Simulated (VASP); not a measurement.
## Mg3Co: single point with RPBE

Crystal: Mg3Co.

```
Mg Co
1.0
     0.00000    3.31057    3.31057
     3.31057    0.00000    3.31057
     3.31057    3.31057    0.00000
Mg Co
3 1
Direct
  0.25000 0.25000 0.25000
  0.50000 0.50000 0.50000
  0.75000 0.75000 0.75000
  0.00000 0.00000 0.00000
```

| Item | Value |
| --- | --- |
| Program | VASP 6.6.1 |
| Task | single point |
| Functional | RPBE |
| Potentials or basis | VASP PAW PBE potentials, release 64 (Mg, Co) |
| Cutoff | 600 eV |
| k mesh | 6 × 6 × 6 |
| Occupations | fermi-dirac, width 0.1 eV |
| Spin | collinear spin, ferromagnetic start |
| Starting moments | [0.0, 0.0, 0.0, 2.5] μB |
| Dipole correction | no |
| Further INCAR settings | ALGO = Normal; EDIFF = 1e-06; NBANDS = 20 |

```json
{"Pressure": "-0.2 GPa", "Net moment": "0.73 μB per cell", "Site moments": "Mg -0.01; Co +0.87 μB", "Valence electrons inside the program's atomic spheres": "Mg 0.37; Co 7.95"}
```

Levels at points of the mesh, in eV from the Fermi level:
Spin up:
```csv
k point,band 4,band 5,band 6,band 7,band 8,band 9,band 10,band 11
"(0.00, 0.00, 0.00)",-1.47,-1.28,-1.28,2.16,2.16,2.16,3.45,3.45
"(0.50, 0.00, 0.00)",-1.60,-1.07,-1.07,-1.05,1.53,1.53,2.46,2.46
"(0.50, 0.50, 0.00)",-1.37,-1.12,-1.00,-1.00,-0.90,-0.90,0.79,1.84
```
Spin down:
| k point | band 3 | band 4 | band 5 | band 6 | band 7 | band 8 | band 9 | band 10 | band 11 | band 12 |
| --- | --- | --- | --- | --- | --- | --- | --- | --- | --- | --- |
| (0.00, 0.00, 0.00) | -0.95 | -0.95 | -0.35 | -0.35 | 2.13 | 2.13 | 2.13 | 3.56 | 3.56 | 3.56 |
| (0.50, 0.00, 0.00) | -0.98 | -0.98 | -0.43 | -0.28 | -0.28 | 1.50 | 1.50 | 2.69 | 2.69 | 3.10 |
| (0.50, 0.50, 0.00) | -1.65 | -0.96 | -0.96 | -0.85 | -0.32 | -0.32 | -0.14 | 1.31 | 2.14 | 8.22 |

Wall time 47 s on 1 thread of Intel(R) Xeon(R) 6975P-C (Granite Rapids) (shared host), peak memory 0.3 GiB.

Caveat: the PAW data sets were made with another functional, which shifts forces and pressure a little.
